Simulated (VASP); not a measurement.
Set up this calculation in VASP 6.6.1, as the native input.

| Item | Value |
| --- | --- |
| Task | single point |
| Functional | HSE06 |
| Potentials or basis | VASP PAW PBE potentials, release 64 (S, Be) |
| Cutoff | 520 eV |
| k mesh | 6 × 6 × 6 |
| Occupations | fermi-dirac, width 0.05 eV |
| Spin | no spin polarisation |
| Dipole correction | no |
| Grid for exact exchange (PRECFOCK) | Normal |
| Further INCAR settings | ALGO = Normal; EDIFF = 1e-06; NBANDS = 11 |
| Screening parameter | 0.2079 1/Å |

Crystal: BeS.

```
S Be
1.0
     0.00000    2.45691    2.45691
     2.45691    0.00000    2.45691
     2.45691    2.45691    0.00000
S Be
1 1
Cartesian
  3.6854 3.6854 3.6854
  0.0000 0.0000 0.0000
```

These files were run (other wordings do the same):

POSCAR

```
BeS
1.0
    0.0000000000      2.4569115543      2.4569115543
    2.4569115543      0.0000000000      2.4569115543
    2.4569115543      2.4569115543      0.0000000000
S Be
1 1
Direct
    0.7500000000      0.7500000000      0.7500000000
    0.0000000000      0.0000000000      0.0000000000
```

INCAR.step1

```
PREC = Accurate ; ENCUT = 520
EDIFF = 1E-5 ; ISMEAR = -1
SIGMA = 0.05 ; LREAL = F
LASPH = T ; NELM = 60
ALGO = Normal ; ISIF = 2
LWAVE = T ; NBANDS = 11
GGA = PE
```

INCAR.step2

```
PREC = Accurate ; ENCUT = 520
EDIFF = 1E-6 ; ISMEAR = -1
SIGMA = 0.05 ; LREAL = F
LASPH = T ; NELM = 60
ALGO = Normal ; ISIF = 2
LWAVE = F ; LCHARG = T
GGA = PE ; LHFCALC = T
HFSCREEN = 0.2079 ; PRECFOCK = Normal
LELF = T ; LVHAR = T
NBANDS = 11 ; ISTART = 1
```

KPOINTS

```
regular mesh
0
Gamma
  6 6 6
```

Potentials or basis: VASP PAW PBE potentials, release 64 (S, Be).

The run is started by

```console
$ cat potpaw_PBE.64/S/POTCAR potpaw_PBE.64/Be/POTCAR > POTCAR
$ cp INCAR.step1 INCAR
$ mpirun -np 1 vasp_std > vasp.out
$ cp INCAR.step2 INCAR
$ mpirun -np 1 vasp_std > vasp.out
```

It gave:

```json
{"Pressure": "-3.6 GPa", "Band gap on the k mesh": "4.14 eV, indirect (least direct gap 6.72 eV)"}
```

Caveat: the PAW data sets were made with another functional, which shifts forces and pressure a little.

Wall time 16 min on 1 thread of AMD EPYC 7R13, with other jobs on the host, peak memory 0.23 GiB.
